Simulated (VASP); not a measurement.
Write the native input for VASP 6.6.1 that does the following.

```
Task                   : single point
Functional             : PBEsol
Potentials or basis    : VASP PAW PBE potentials, release 64 (Mo_sv, S)
Cutoff                 : 520 eV
k mesh                 : 12 × 12 × 12
Occupations            : fermi-dirac, width 0.08 eV
Spin                   : no spin polarisation
Dipole correction      : no
Further INCAR settings : ALGO = Normal; EDIFF = 1e-07; NBANDS = 20
```

The structure of MoS2 lies in POSCAR:

```
MoS2
1.0
    1.5715604636      0.9073408567      6.2812902008
   -1.5715604636      0.9073408567      6.2812902008
    0.0000000000     -1.8146817134      6.2812902008
Mo S
1 2
Direct
    0.0001015433      0.0001015433      0.0001015433
    0.2507648117      0.2507648117      0.2507648117
    0.4161336450      0.4161336450      0.4161336450
```

These files were run (other wordings do the same):

INCAR

```
SYSTEM = MoS2
PREC     = Accurate       ! precision mode
ENCUT    = 520            ! plane-wave cutoff, eV
EDIFF    = 1E-7           ! SCF threshold, eV
ISMEAR   = -1             ! smearing method
SIGMA    = 0.08           ! smearing width, eV
LREAL    = .False.        ! projectors in reciprocal space
LASPH    = .True.         ! aspherical terms in the spheres
NELM     = 80             ! most SCF steps
ALGO     = Normal         ! electronic algorithm
ISIF     = 2              ! what is computed and relaxed
LWAVE    = .False.        ! write WAVECAR
LCHARG   = .False.        ! write CHGCAR
GGA      = PS             ! functional
NBANDS   = 20             ! bands
```

KPOINTS

```
Automatic mesh
0
Gamma
  12 12 12
  0 0 0
```

Potentials or basis: VASP PAW PBE potentials, release 64 (Mo_sv, S).

Command:

```sh
$ cat potpaw_PBE.64/Mo_sv/POTCAR potpaw_PBE.64/S/POTCAR > POTCAR
$ mpirun -np 1 vasp_std > vasp.out
```

Results of the run:

```yaml
Pressure: 0.0 GPa
Band_gap_on_the_k_mesh: 1.02 eV (least direct gap 1.80 eV)
```

Caveat: the PAW data sets were made with another functional, which shifts forces and pressure a little.

It took 13 min on 1 thread of Oxide Virtual Turin-like Processor, on a shared host, peak memory 0.42 GiB.
